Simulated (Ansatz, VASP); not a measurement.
Au in VASP and in Ansatz

The input POSCAR:

```
Au
1.0
   -1.6572690000      1.6572690000      1.6821280350
    1.6572690000     -1.6572690000      1.6821280350
    1.6572690000      1.6572690000     -1.6821280350
Au
1
Direct
    0.0000000000      0.0000000000      0.0000000000
```

Contents of INCAR.step1:

```
SYSTEM = Au
PREC = Accurate ; ENCUT = 520
ISMEAR = 0 ; SIGMA = 0.15
LREAL = .False. ; LASPH = .True.
NELM = 60 ; NBANDS = 12
GGA = PE ; ALGO = Normal
EDIFF = 1E-4 ; LWAVE = .True.
LCHARG = .False.
```

Contents of INCAR.step2:

```
SYSTEM = Au
PREC = Accurate ; ENCUT = 520
EDIFF = 1E-6 ; ISMEAR = 0
SIGMA = 0.15 ; LREAL = .False.
LASPH = .True. ; NELM = 60
ALGO = Normal ; ISIF = 2
LWAVE = .False. ; LCHARG = .False.
METAGGA = R2SCAN ; LMIXTAU = .True.
NBANDS = 12 ; ISTART = 1
```

File KPOINTS:

```
Automatic mesh
0
Gamma
  20 20 20
  0 0 0
```

Input for Ansatz:

```yaml
crystal:
  lattice:
    - [-1.657269, 1.657269, 1.682128035]
    - [1.657269, -1.657269, 1.682128035]
    - [1.657269, 1.657269, -1.682128035]
  atoms:
    - { symbol: Au, position: [0.0, 0.0, 0.0] }
basis:
  ecutwfc: 500
kpoints:
  mp_grid: { grid: [20, 20, 20] }
hamiltonian:
  xc: r2scan
scf:
  occupations: { method: gaussian, width: 0.15 }
output:
  forces: true
  stress: true
  eigenvalues: true
  write_density: true
  write_potential: true
  elf: true
  volumetric_format: npy
```

Change from the starting cell: strain +0.000 along x and y, +0.015 along z, atoms carried along.

Alike in both runs: task single point; functional r2SCAN; k mesh 20 × 20 × 20; occupations gaussian, width 0.15 eV; no spin polarisation.

|  | VASP | Ansatz |
| --- | --- | --- |
| version | VASP 6.6.1 | Ansatz 0.2.0 |
| potentials or method | VASP PAW PBE potentials, release 64 (Au), cutoff 520 eV | scalar-relativistic, plane waves, PAW |
| valence electrons in the cell | 11 | 19 |

```csv
,VASP,Ansatz,Ansatz less VASP
gap on the k mesh at the Fermi level (eV),none,none,-
pressure (GPa),-6.3,-6.4,-0.19
```

VASP's potentials were made for PBE, not for r2SCAN. A gap of «none» marks a metal or a gap that the smearing closes. VASP's potentials hold 11 valence electrons a cell and Ansatz's 19, so a difference there can come from the potentials and not from the codes.

Spin-orbit coupling is off throughout.
